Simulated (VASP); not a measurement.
# Ba (Fm-3m) in VASP: a series of runs

Runs on Ba. Level: r2SCAN. Tasks: single point, relaxation of cell and atoms.

Everything below comes from runs of VASP 6.6.1. Logs are shortened: lines on timing, memory, paths and dates and some standing lists are left out, and cuts for length are marked.

**1. The cell of the first run**

It takes space group Fm-3m (No. 225, cubic). The conventional cell has a = 6.465 Å, b = 6.465 Å, c = 6.465 Å, α = 90.00°, β = 90.00°, γ = 90.00°.

**2. Single point, r2SCAN**

POSCAR reads:

```
Ba
1.0
    0.0000000000      3.2326650028      3.2326650028
    3.2326650028      0.0000000000      3.2326650028
    3.2326650028      3.2326650028      0.0000000000
Ba
1
Direct
    0.0000000000      0.0000000000      0.0000000000
```

INCAR.step1 reads:

```
PREC = Accurate
ENCUT = 520
ISMEAR = -1
SIGMA = 0.08
LREAL = False
LASPH = True
NELM = 80
NBANDS = 11
GGA = PE
ALGO = Normal
EDIFF = 1E-4
LWAVE = True
LCHARG = False
```

INCAR.step2 reads:

```
PREC = Accurate
ENCUT = 520
EDIFF = 1E-7
ISMEAR = -1
SIGMA = 0.08
LREAL = False
LASPH = True
NELM = 80
ALGO = Normal
ISIF = 2
LWAVE = False
LCHARG = False
METAGGA = R2SCAN
LMIXTAU = True
NBANDS = 11
ISTART = 1
```

KPOINTS reads:

```
regular mesh
0
Gamma
  14 14 14
```

Potentials or basis: VASP PAW PBE potentials, release 64 (Ba_sv).

Launch:

```bash
$ cat potpaw_PBE.64/Ba_sv/POTCAR > POTCAR
$ cp INCAR.step1 INCAR
$ mpirun -np 1 vasp_std > vasp.out
$ cp INCAR.step2 INCAR
$ mpirun -np 1 vasp_std > vasp.out
```

OUTCAR:

```text
PREC = Accurate
   ENCUT = 520
   EDIFF = 1E-7
   ISMEAR = -1
   LREAL = False
   LASPH = True
   NELM = 80
   ISIF = 2
   METAGGA = R2SCAN
   ISTART = 1

 ion  position               nearest neighbor table
   1  0.000  0.000  0.000-

  LATTYP: Found a face centered cubic cell.
 ALAT       =     6.4653300056

  Lattice vectors:

 A1 = (   0.0000000000,   3.2326650028,   3.2326650028)
 A2 = (   3.2326650028,   0.0000000000,   3.2326650028)
 A3 = (   3.2326650028,   3.2326650028,   0.0000000000)

Analysis of symmetry for initial positions (statically):
=====================================================================
 Subroutine PRICEL returns:
 Original cell was already a primitive cell.

 Routine SETGRP: Setting up the symmetry group for a
 face centered cubic supercell.

 Subroutine GETGRP returns: Found 48 space group operations
 (whereof 48 operations were pure point group operations)
 out of a pool of 48 trial point group operations.

The static configuration has the point symmetry O_h .

Analysis of symmetry for dynamics (positions and initial velocities):
=====================================================================
 Subroutine PRICEL returns:
 Original cell was already a primitive cell.

 Routine SETGRP: Setting up the symmetry group for a
 face centered cubic supercell.

 Subroutine GETGRP returns: Found 48 space group operations
 (whereof 48 operations were pure point group operations)
 out of a pool of 48 trial point group operations.

The dynamic configuration has the point symmetry O_h .

 Subroutine INISYM returns: Found 48 space group operations
 (whereof 48 operations are pure point group operations),
 and found     1 'primitive' translations

----------------------------------------------------------------------------------------

                                     Primitive cell

  volume of cell :      67.5635

  direct lattice vectors                    reciprocal lattice vectors
     0.000000000  3.232665003  3.232665003    -0.154671146  0.154671146  0.154671146
     3.232665003  0.000000000  3.232665003     0.154671146 -0.154671146  0.154671146
     3.232665003  3.232665003  0.000000000     0.154671146  0.154671146 -0.154671146

  length of vectors
     4.571678690  4.571678690  4.571678690     0.267898283  0.267898283  0.267898283

  position of ions in fractional coordinates (direct lattice)
     0.000000000  0.000000000  0.000000000

  ion indices of the primitive-cell ions
   primitive index   ion index
                 1           1

----------------------------------------------------------------------------------------

 KPOINTS: regular mesh

Automatic generation of k-mesh.
 Grid dimensions read from file:
 generate k-points for:   14   14   14

 Generating k-lattice:

  Cartesian coordinates                     Fractional coordinates (reciprocal lattice)
    -0.011047939  0.011047939  0.011047939     0.071428571  0.000000000  0.000000000
     0.011047939 -0.011047939  0.011047939     0.000000000  0.071428571  0.000000000
     0.011047939  0.011047939 -0.011047939     0.000000000  0.000000000  0.071428571

  Length of vectors
     0.019135592  0.019135592  0.019135592

  Shift w.r.t. Gamma in fractional coordinates (k-lattice)
     0.000000000  0.000000000  0.000000000

 Subroutine IBZKPT returns following result:
 ===========================================

 Found    104 irreducible k-points:

 Following reciprocal coordinates:
            Coordinates               Weight
  0.000000  0.000000  0.000000      1.000000
  0.071429  0.000000  0.000000      8.000000
  0.142857  0.000000  0.000000      8.000000
  0.214286  0.000000  0.000000      8.000000
  0.285714  0.000000  0.000000      8.000000
  0.357143  0.000000  0.000000      8.000000
[... 16 lines left out ...]
  0.214286  0.142857  0.000000     24.000000
  0.285714  0.142857  0.000000     24.000000
 [... further k-points ...]
   k-points           NKPTS =    104   k-points in BZ     NKDIM =    104   number of bands    NBANDS=     11
   number of dos      NEDOS =    301   number of ions     NIONS =      1
   total plane-waves  NPLWV =  46656
   dimension x,y,z NGX =    36 NGY =   36 NGZ =   36
   dimension x,y,z NGXF=    72 NGYF=   72 NGZF=   72
   ions per type =               1
   NGX,Y,Z   is equivalent  to a cutoff of  13.09, 13.09, 13.09 a.u.
   NGXF,Y,Z  is equivalent  to a cutoff of  26.18, 26.18, 26.18 a.u.
 SYSTEM =  unknown system
   PREC   = accura    normal or accurate (medium, high low for compatibility)
   ISTART =      1    job   : 0-new  1-cont  2-samecut
   ICHARG =      0    charge: 1-file 2-atom 10-const
   ISPIN  =      1    spin polarized calculation?
   LNONCOLLINEAR =      F non collinear calculations
   LSORBIT =      F    spin-orbit coupling
   LASPH  =      T    aspherical Exc in radial PAW
   ENCUT  =  520.0 eV  38.22 Ry    6.18 a.u.   8.50  8.50  8.50*2*pi/ulx,y,z
   NELM   =     80;   NELMIN=  2; NELMDL=  0     # of ELM steps
   EDIFF  = 0.1E-06   stopping-criterion for ELM
   LREAL  =      F    real-space projection
   EDIFFG = 0.1E-05   stopping-criterion for IOM
   NSW    =      0    number of steps for IOM
   IBRION =     -1    ionic relax: 0-MD 1-quasi-New 2-CG
   NFREE  =      0    steps in history (QN), initial steepest desc. (CG)
   ISIF   =      2    stress and relaxation
   ISYM   =      2    0-nonsym 1-usesym 2-fastsym
   POTIM  = 0.5000    time-step for ionic-motion
   TEBEG  =    0.0;   TEEND  =   0.0 temperature during run
   PSTRESS=    0.0 pullay stress
   NELECT =      10.0000    total number of electrons
   NUPDOWN=      -1.0000    fix difference up-down
   EMIN   =  10.00;   EMAX   =-10.00  energy-range for DOS
   EFERMI =   0.00;   METHOD = LEGACY
   ISMEAR =    -1;   SIGMA  =   0.08  broadening in eV -4-tet -1-fermi 0-gaus
   EFERMI_NEDOS =   21; number of points for ismear=-14 and -15
   IALGO  =     38    algorithm
   IMIX   =      4    mixing-type and parameters
     AMIX     =   0.40;   BMIX     =  1.00
     AMIX_MAG =   1.60;   BMIX_MAG =  1.00
  volume/ion in A,a.u.               =      67.56       455.94
  Fermi-wavevector in a.u.,A,eV,Ry     =   0.865973  1.636451 10.203124  0.749908
  Thomas-Fermi vector in A             =   1.984294
   LORBIT       =      0    0 simple, 1 ext, 2 COOP (PROOUT), +10 PAW based schemes
   METAGGA = R2SCAN    functional components
   LHFCALC =     F    Hartree Fock is set to
   AEXX    =    0.0000 exact exchange contribution
   IVDW    =     0    specifies the selected vdW correction
   LEPSILON=     F    determine dielectric tensor
   LRPA    =     F    only Hartree local field effects (RPA)
 non-spin polarized calculation
  energy-cutoff  :      520.00
  volume of cell :       67.56
 maximum number of plane-waves:      1841
 NGX is ok and might be reduce to    36
   NGX = 17   NGY = 17   NGZ = 17

 number of electron      10.0000000 magnetization

 Free energy of the ion-electron system (eV)
  ---------------------------------------------------
  ext. energy  EPLUGINS =         0.00000000
  ---------------------------------------------------
  free energy    TOTEN  =       -26.41546425 eV

  energy without entropy =      -26.38249335  energy(sigma->0) =      -26.39897880

 E-fermi :   1.5756     XC(G=0):  -7.6002

 val. band max:        1.5636419866   @ k =  -0.2857   0.3571   0.1429
 cond. band min:       1.5883857043   @ k =  -0.2857   0.3571   0.0714
 fundamental gap:      0.0247437178
 Fermi energy:         1.5756287009

 k-point     1 :       0.0000    0.0000    0.0000
  band No.  band energies     occupation
      1     -28.5277      2.00000
      2     -13.0945      2.00000
      3     -13.0945      2.00000
      4     -13.0945      2.00000
      5      -1.3599      2.00000
      6       3.5044      0.00000
      7       3.5044      0.00000
      8       3.5044      0.00000
      9       5.0111      0.00000
     10       5.0111      0.00000
     11       7.6147      0.00000

 k-point     2 :       0.0714    0.0000    0.0000
  band No.  band energies     occupation
      1     -28.5261      2.00000
      2     -13.1146      2.00000
      3     -13.0970      2.00000
      4     -13.0969      2.00000
      5      -1.2717      2.00000
      6       3.3782      0.00000
      7       3.5468      0.00000
      8       3.5468      0.00000
      9       4.9477      0.00000
     10       4.9477      0.00000
     11       7.8443      0.00000

 k-point     3 :       0.1429    0.0000    0.0000
  band No.  band energies     occupation
      1     -28.5216      2.00000
      2     -13.1701      2.00000
      3     -13.1038      2.00000
      4     -13.1038      2.00000
      5      -1.0180      2.00000
      6       3.0811      0.00000
      7       3.6417      0.00000
      8       3.6418      0.00000
      9       4.8309      0.00000
     10       4.8309      0.00000
     11       8.3062      0.00000

 k-point     4 :       0.2143    0.0000    0.0000
  band No.  band energies     occupation
      1     -28.5152      2.00000
      2     -13.2486      2.00000
      3     -13.1137      2.00000
      4     -13.1137      2.00000
      5      -0.6324      2.00000
      6       2.7508      0.00000
      7       3.6827      0.00000
      8       3.6827      0.00000
      9       4.8426      0.00000
     10       4.8426      0.00000
     11       8.0312      0.00000

 k-point     5 :       0.2857    0.0000    0.0000
  band No.  band energies     occupation
      1     -28.5080      2.00000
      2     -13.3336      2.00000
      3     -13.1246      2.00000
      4     -13.1246      2.00000
      5      -0.1765      2.00000
      6       2.4834      0.00002
      7       3.5946      0.00000
      8       3.5946      0.00000
      9       5.1032      0.00000
     10       5.1032      0.00000
     11       7.5985      0.00000
[... 211 lines left out ...]
 k-point    21 :      -0.0714    0.0714    0.0000
  band No.  band energies     occupation
      1     -28.5235      2.00000
      2     -13.1421      2.00000
      3     -13.1083      2.00000
      4     -13.0977      2.00000
      5      -1.1282      2.00000
      6       3.1988      0.00000
      7       3.6026      0.00000
      8       3.6172      0.00000
      9       4.7364      0.00000
     10       4.9895      0.00000
     11       8.1878      0.00000

 k-point    22 :       0.1429    0.1429    0.0000
  band No.  band energies     occupation
      1     -28.5196      2.00000
      2     -13.1680      2.00000
      3     -13.1203      2.00000
      4     -13.1203      2.00000
      5      -0.9058      2.00000
      6       2.9194      0.00000
      7       3.7670      0.00000
      8       3.7670      0.00000
      9       4.2391      0.00000
     10       5.1846      0.00000
     11       8.7228      0.00000

 k-point    23 :       0.2143    0.1429    0.0000
  band No.  band energies     occupation
      1     -28.5148      2.00000
      2     -13.2188      2.00000
      3     -13.1330      2.00000
      4     -13.1300      2.00000
      5      -0.6198      2.00000
      6       2.6726      0.00000
      7       3.7195      0.00000
      8       3.8910      0.00000
      9       4.1522      0.00000
     10       5.2664      0.00000
     11       9.1006      0.00000

 k-point    24 :       0.2857    0.1429    0.0000
  band No.  band energies     occupation
      1     -28.5086      2.00000
      2     -13.2883      2.00000
      3     -13.1455      2.00000
      4     -13.1416      2.00000
      5      -0.2217      2.00000
      6       2.4348      0.00004
      7       3.3967      0.00000
      8       3.9264      0.00000
      9       4.4895      0.00000
     10       5.4451      0.00000
     11       8.6342      0.00000

 [... further k-points ...]
[... 5 lines left out ...]
  --------------------------------------------------------------------------------------
  -------------------------------------------------------------------------------------
  Total       -0.0048366     -0.0048366     -0.0048366     -0.0000000     -0.0000000      0.0000000
  in kB       -0.1146942     -0.1146942     -0.1146942     -0.0000000     -0.0000000      0.0000000
  external PRESSURE =      -0.1146942 kB  Pullay stress =       0.0000000 kB

 VOLUME and BASIS-vectors are now :
 -----------------------------------------------------------------------------
  energy-cutoff  :      520.00
  volume of cell :       67.56
      direct lattice vectors                 reciprocal lattice vectors
     0.000000000  3.232665003  3.232665003    -0.154671146  0.154671146  0.154671146
     3.232665003  0.000000000  3.232665003     0.154671146 -0.154671146  0.154671146
     3.232665003  3.232665003  0.000000000     0.154671146  0.154671146 -0.154671146

 POSITION                                       TOTAL-FORCE (eV/Angst)
 -----------------------------------------------------------------------------------
      0.00000      0.00000      0.00000         0.000000      0.000000     -0.000000
 -----------------------------------------------------------------------------------
    total drift:                               -0.000000      0.000000      0.000000

  FREE ENERGIE OF THE ION-ELECTRON SYSTEM (eV)
  ---------------------------------------------------
  free  energy   TOTEN  =       -26.4154642546 eV

  energy  without entropy=      -26.3824933463  energy(sigma->0) =      -26.39897880
```

It took 4.2 min on 1 thread of Intel Xeon 6975P-C, shared host; peak memory 0.26 GiB.

Results:

| Item | Value |
| --- | --- |
| Free energy | -26.4155 eV |
| Pressure | 0.0 GPa |
| Band gap on the k mesh | zero (band 5 reaches 1.59 eV, above the bottom of band 6 at 1.49 eV) |

Caveat: the PAW data sets were made with another functional, which shifts forces and pressure a little; spin-orbit coupling is left out, which moves the levels of the heavy elements.

**3. Relaxation of cell and atoms, r2SCAN**

POSCAR is that of step 2.

INCAR.step1 reads:

```
SYSTEM = Ba
PREC = Accurate
ENCUT = 600
ISMEAR = -1
SIGMA = 0.08
LREAL = .False.
LASPH = .True.
NELM = 100
GGA = PE
ALGO = Normal
EDIFF = 1E-4
LWAVE = .True.
LCHARG = .False.
```

INCAR.step2 reads:

```
SYSTEM = Ba
PREC = Accurate
ENCUT = 600
EDIFF = 1E-6
ISMEAR = -1
SIGMA = 0.08
LREAL = .False.
LASPH = .True.
NELM = 100
ALGO = Normal
ISIF = 3
LWAVE = .False.
LCHARG = .False.
METAGGA = R2SCAN
LMIXTAU = .True.
IBRION = 2
NSW = 100
EDIFFG = -0.002
ISTART = 1
```

KPOINTS reads:

```
Automatic mesh
0
Gamma
  14 14 14
  0 0 0
```

Potentials or basis: VASP PAW PBE potentials, release 64 (Ba_sv).

Launch:

```bash
$ cat potpaw_PBE.64/Ba_sv/POTCAR > POTCAR
$ cp INCAR.step1 INCAR
$ mpirun -np 1 vasp_std > vasp.out
$ cp INCAR.step2 INCAR
$ mpirun -np 1 vasp_std > vasp.out
```

Wall time 8.3 min (1 thread of Intel Xeon 6975P-C, shared host); peak memory 0.32 GiB.

The run converged. Its results:

```
Free energy                            : -26.4153 eV
Relaxed volume                         : 67.37 Å³/atom
Relaxed cell                           : a = 4.567 Å, b = 4.567 Å, c = 4.567 Å, α = 60.00°, β = 60.00°, γ = 60.00°
Space group after relaxing (to 0.05 Å) : Fm-3m (No. 225)
Energy gained by relaxing              : 0.0 meV/atom
Ionic steps                            : 3
Pressure after relaxing                : 0.0 GPa
Band gap on the k mesh                 : zero (band 5 reaches 1.60 eV, above the bottom of band 6 at 1.50 eV)
```

Final structure:
```cif
data_structure
_symmetry_space_group_name_H-M 'P 1'
_symmetry_Int_Tables_number 1
_cell_length_a 4.5673
_cell_length_b 4.5673
_cell_length_c 4.5673
_cell_angle_alpha 60.000
_cell_angle_beta 60.000
_cell_angle_gamma 60.000
_cell_volume 67.37
loop_
_atom_site_label
_atom_site_type_symbol
_atom_site_fract_x
_atom_site_fract_y
_atom_site_fract_z
_atom_site_occupancy
Ba1 Ba 0.00000 0.00000 0.00000 1
```

Levels at points of the mesh, in eV from the Fermi level:
```
           k point  band 3  band 4  band 5  band 6  band 7  band 8
(0.00, 0.00, 0.00)  -14.66  -14.66   -2.94    1.93    1.93    1.93
(0.50, 0.00, 0.00)  -14.71  -14.71   -0.94    0.77    1.74    1.74
(0.50, 0.50, 0.00)  -14.80  -14.80   -0.83   -0.08    1.82    4.57
```

Caveat: the PAW data sets were made with another functional, which shifts forces and pressure a little; spin-orbit coupling is left out, which moves the levels of the heavy elements.
